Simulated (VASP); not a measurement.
# PbS: single point with PBE

Crystal: PbS.

```xyz
2
Lattice="4.0897 0.0000 0.0000 -2.0448 3.5418 0.0000 0.0000 0.0000 3.7882" Properties=species:S:1:pos:R:3 pbc="T T T"
Pb    0.0000    0.0000    0.0000
S     2.0448    1.1806    1.8941
```

```json
{
 "Program": "VASP 6.6.1",
 "Task": "single point",
 "Functional": "PBE",
 "Potentials or basis": "VASP PAW PBE potentials, release 64 (Pb_d, S)",
 "Cutoff": "520 eV",
 "k mesh": "6 × 6 × 5",
 "Occupations": "fermi-dirac, width 0.05 eV",
 "Spin": "non-collinear spin, zero start, spin-orbit coupling",
 "Starting moments": "[[0.0, 0.0, 0.0], [0.0, 0.0, 0.0]] μB"
}
```

```json
{
 "Pressure": "-0.4 GPa",
 "Net moment": "0.00 μB per cell",
 "Valence electrons inside the program's atomic spheres": "Pb 11.83; S 3.67"
}
```

Stress tensor (GPa, compression positive):
```
-0.53  0.00  0.00
 0.00 -0.53  0.00
 0.00  0.00 -0.08
```

Moments on the atoms (μB; x, y, z):
```
Pb  0.00 0.00 0.00
S   0.00 0.00 0.00
```

Wall time 3.2 min on 1 thread of AMD EPYC 7R13, on a shared host, peak memory 0.27 GiB.
